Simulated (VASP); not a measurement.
Here is a VASP 6.6.1 calculation.

INCAR

```
SYSTEM = Cu
PREC = Accurate ; ENCUT = 600
EDIFF = 1E-6 ; ISMEAR = -1
SIGMA = 0.05 ; LREAL = .False.
LASPH = .True. ; NELM = 100
ALGO = Normal ; ISIF = 3
LWAVE = .False. ; LCHARG = .False.
GGA = PS ; IVDW = 12
IBRION = 2 ; NSW = 80
EDIFFG = -0.005
```

File KPOINTS:

```
regular mesh
0
Gamma
  14 14 13
  0 0 0
```

File POSCAR:

```
Cu
1.0
    4.1588740000      0.0000000000      0.0000000000
   -3.4449051002      2.3299918022      0.0000000000
    0.0000000000      0.0000000000      2.4754960000
Cu
2
Direct
    0.1338670000      0.8661330000      0.2500000000
    0.8661330000      0.1338670000      0.7500000000
```

Potentials or basis: VASP PAW PBE potentials, release 64 (Cu).

Command:

```console
$ cat potpaw_PBE.64/Cu/POTCAR > POTCAR
$ mpirun -np 1 vasp_std > vasp.out
```

Q: Predict the space group after relaxing (to 0.1 Å).

A: Cmcm (No. 63).

Q: Estimate the relaxed volume.

A: 11.38 Å³/atom.

Q: What does it give for the relaxed cell?

A: a = 4.085 Å, b = 4.085 Å, c = 2.440 Å, α = 90.00°, β = 90.00°, γ = 145.99°.

Step by step:
```csv
step,energy change (eV),largest force (eV/Å),pressure (GPa),volume (Å³)
1,0.0000,0.0067,-7.74,23.99
2,-0.0167,0.1228,6.26,22.03
3,-0.0308,0.0675,-0.02,22.78
4,-0.0308,0.0691,0.14,22.76
5,-0.0312,0.0176,0.19,22.75
6,-0.0312,0.0055,0.23,22.74
7,-0.0312,0.0036,-0.22,22.80
8,-0.0312,0.0016,0.02,22.77
```

Caveat: the PAW data sets were made with another functional, which shifts forces and pressure a little.
